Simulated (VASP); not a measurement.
CaF, 2 atoms in the cell. Symmetry: Pm-3m, No. 221, cubic system. Conventional cell: a = 3.301 Å, b = 3.301 Å, c = 3.301 Å, α = 90.00°, β = 90.00°, γ = 90.00°. Within 3.8 Å of Ca (site symmetry m-3m) lie 8 F at 2.86 Å and 6 Ca at 3.30 Å. F (site symmetry m-3m) has 8 Ca at 2.86 Å and 6 F at 3.30 Å within 3.8 Å. The cell was generated, and may not be a known phase.

| Quantity | Value |
| --- | --- |
| Program | VASP 6.6.1 |
| Task | relaxation of cell and atoms |
| Functional | PBE |
| Potentials or basis | VASP PAW PBE potentials, release 64 (Ca_sv, F) |
| Cutoff | 600 eV |
| k mesh | 16 × 16 × 16 |
| Occupations | gaussian, width 0.1 eV |
| Spin | no spin polarisation |
| Dipole correction | no |
| Further INCAR settings | ALGO = Normal; EDIFF = 1e-07; IBRION = 2; EDIFFG = -0.01; NSW = 100; ISIF = 3 |

Potentials or basis: VASP PAW PBE potentials, release 64 (Ca_sv, F).

The run is started by

```sh
$ cat potpaw_PBE.64/Ca_sv/POTCAR potpaw_PBE.64/F/POTCAR > POTCAR
$ mpirun -np 1 vasp_std > vasp.out
```

Hardware: 1 thread of AMD EPYC 9755 128-Core Processor (shared host).

**Question.** Estimate the wall time of this run.

**Answer.** Run time: 4 min on 1 thread of AMD EPYC 9755 128-Core Processor, with other jobs on the host, peak memory 0.2 GiB. Counts: scf iterations 45, k points 165, ion steps 4.
